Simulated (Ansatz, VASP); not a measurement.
## Ti2RuC3: VASP beside Ansatz

```xyz
6
Lattice="3.1085 0.0000 0.0000 -1.5543 2.6921 0.0000 0.0000 0.0000 7.2190" Properties=species:S:1:pos:R:3 pbc="T T T"
Ti    0.0000    1.7947    4.8610
Ti    1.5543    0.8974    2.3580
Ru    0.0000    0.0000    0.0000
C     0.0000    0.0000    3.6095
C     0.0000    1.7947    1.1536
C     1.5543    0.8974    6.0654
```

Alike in both runs: functional PBE; k mesh 12 × 12 × 4; occupations gaussian, width 0.1 eV; no spin polarisation.

Ansatz relaxed the structure, and its values are those at the end. VASP's run is a single point on that final structure, the one shown.

|  | VASP | Ansatz |
| --- | --- | --- |
| version | VASP 6.6.1 | Ansatz 0.2.0 |
| potentials or method | VASP PAW PBE potentials, release 64 (Ti_sv, Ru_pv, C), cutoff 520 eV | scalar-relativistic, plane waves, PAW |
| valence electrons in the cell | 50 | 52 |

```tsv
	VASP	Ansatz	Ansatz less VASP
gap on the k mesh at the Fermi level (eV)	none	none	-
pressure (GPa)	0.2	0.0	-0.21
rms of the force components (eV/Å)	0.004	0.000	-0.0042
```

A gap of «none» marks a metal or a gap that the smearing closes. With one functional, cell and mesh, what is left measures potentials, basis and numerics. VASP's potentials hold 50 valence electrons a cell and Ansatz's 52, so a difference there can come from the potentials and not from the codes.
